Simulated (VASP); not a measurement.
Wanted: the native input for a VASP 6.6.1 run.

```
Task                   : relaxation of cell and atoms
Functional             : PBEsol
Potentials or basis    : VASP PAW PBE potentials, release 64 (Cu)
Cutoff                 : 600 eV
k mesh                 : 15 × 15 × 8
Occupations            : fermi-dirac, width 0.1 eV
Spin                   : no spin polarisation
Dipole correction      : no
Further INCAR settings : ALGO = Normal; EDIFF = 1e-06; IBRION = 2; EDIFFG = -0.02; NSW = 80; ISIF = 3
```

The structure of Cu lies in POSCAR:

```
Cu
1.0
    2.5341000000      0.0000000000      0.0000000000
   -1.2670500000      2.1945900000      0.0000000000
    0.0000000000      0.0000000000      4.1125700000
Cu
2
Direct
    0.3333333333      0.6666666667      0.2500000000
    0.6666666667      0.3333333333      0.7500000000
```

This isn't the form of Cu at room conditions, which is fcc.

These files were run (other wordings do the same):

INCAR

```
  PREC = Accurate
  ENCUT = 600
  EDIFF = 1E-6
  ISMEAR = -1
  SIGMA = 0.1
  LREAL = False
  LASPH = True
  NELM = 60
  ALGO = Normal
  ISIF = 3
  LWAVE = False
  LCHARG = False
  GGA = PS
  IBRION = 2
  NSW = 80
  EDIFFG = -0.02
```

KPOINTS

```
regular mesh
0
Gamma
  15 15 8
```

Potentials or basis: VASP PAW PBE potentials, release 64 (Cu).

Run with:

```bash
$ cat potpaw_PBE.64/Cu/POTCAR > POTCAR
$ mpirun -np 1 vasp_std > vasp.out
```

It gave:

```json
{
  "Relaxed volume": "11.38 Å³/atom",
  "Relaxed cell": "a = 2.516 Å, b = 2.516 Å, c = 4.153 Å, α = 90.00°, β = 90.00°, γ = 120.00°",
  "Space group after relaxing (to 0.1 Å)": "P6_3/mmc (No. 194)",
  "Energy gained by relaxing": "1.4 meV/atom",
  "Ionic steps": "5",
  "Pressure after relaxing": "-0.1 GPa",
  "Band gap on the k mesh": "zero (bands 11 and 12 overlap by 6.16 eV)"
}
```

Caveat: the PAW data sets were made with another functional, which shifts forces and pressure a little.

It took 3.4 min on 1 thread of Intel Xeon 8259CL, on a shared host, peak memory 0.18 GiB.
